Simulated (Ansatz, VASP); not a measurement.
AlN in VASP and in Ansatz

```
Al N
1.0
     3.24210    0.00000    0.00000
    -1.62105    2.80774    0.00000
     0.00000    0.00000    3.93420
Al N
2 2
Cartesian
  0.0000 1.8718 2.9506
  1.6211 0.9359 0.9836
  0.0000 1.8718 0.9836
  1.6211 0.9359 2.9506
```

Alike in both runs: task single point; functional PBEsol; k mesh 9 × 9 × 6; occupations gaussian, width 0.05 eV; no spin polarisation.

|  | VASP | Ansatz |
| --- | --- | --- |
| version | VASP 6.6.1 | Ansatz 0.2.0 |
| potentials or method | VASP PAW PBE potentials, release 64 (Al, N), cutoff 520 eV | scalar-relativistic, plane waves, PAW |
| valence electrons in the cell | 16 | 16 |

```csv
,VASP,Ansatz,Ansatz less VASP
gap on the k mesh at the Fermi level (eV),4.02,4.00,-0.014
least direct gap on the mesh (eV),4.02,4.00,-0.014
pressure (GPa),22.0,22.0,-0.03
"traceless stress, the component that is largest in VASP (GPa)",5.37,5.38,+0.007
```

VASP's potentials were made for PBE, not for PBEsol.
